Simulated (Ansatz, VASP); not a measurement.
## One calculation of TiSb, two programs

The input INCAR:

```
SYSTEM = TiSb
PREC = Accurate ; ENCUT = 520
EDIFF = 1E-8 ; ISMEAR = -1
SIGMA = 0.03 ; LREAL = .False.
LASPH = .True. ; NELM = 100
ALGO = Normal ; ISIF = 2
LWAVE = .False. ; LCHARG = .False.
LEFG = .True. ; NBANDS = 25
```

File KPOINTS:

```
Automatic mesh
0
Gamma
  12 12 7
  0 0 0
```

The input POSCAR:

```
TiSb
1.0
    4.1837763938      0.0000000000      0.0000000000
   -2.0918881970      3.6232566408      0.0000000000
    0.0000000000      0.0000000000      6.4068391310
Ti Sb
2 2
Direct
    0.0000000000      0.0000000000      0.0000000000
    0.0000000000      0.0000000000      0.5000000000
    0.3333333333      0.6666666667      0.2500000000
    0.6666666667      0.3333333333      0.7500000000
```

Input for Ansatz:

```yaml
crystal:
  lattice:
    - [4.1837763938, 0.0, 0.0]
    - [-2.091888197, 3.6232566408, 0.0]
    - [0.0, 0.0, 6.406839131]
  atoms:
    - { symbol: Ti, position: [0.0, 0.0, 0.0] }
    - { symbol: Ti, position: [0.0, 0.0, 0.5] }
    - { symbol: Sb, position: [0.3333333333, 0.6666666667, 0.25] }
    - { symbol: Sb, position: [0.6666666667, 0.3333333333, 0.75] }
kpoints:
  mp_grid: { grid: [12, 12, 7] }
scf:
  occupations: { method: fermi_dirac, width: 0.03 }
hamiltonian:
  xc: lda
  pseudopotentials: { kind: all_electron, datasets: crystal }
output:
  forces: true
  stress: true
  eigenvalues: true
  efg: { contact_densities: true }
```

Change from the starting cell: volume scaled by 1.06, crystal datasets.

Alike in both runs: task electric field gradients; functional LDA; k mesh 12 × 12 × 7; occupations fermi-dirac, width 0.03 eV; no spin polarisation.

```csv
,VASP,Ansatz
version,VASP 6.6.1,Ansatz 0.2.0
potentials or method,"VASP PAW LDA potentials, release 64 (Ti_sv, Sb), cutoff 520 eV","all-electron PAW with datasets made for the crystal, scalar-relativistic"
```

Ansatz gave:

- pressure (GPa): -11.9
- traceless stress, the component that is largest in VASP (GPa): -0.69
- size of Vzz on the site where it differs most (V/Å²): 52.0

Which values does VASP return?

Pressure (GPa): -11.7; traceless stress, the component that is largest in VASP (GPa): -0.66; size of Vzz on the site where it differs most (V/Å²): 47.7.

LDA's correlation is that of Perdew and Zunger in VASP and of Perdew and Wang (1992) in Ansatz. Ansatz ran all-electron here, and VASP with PAW potentials.

Neither program's run includes spin-orbit coupling.
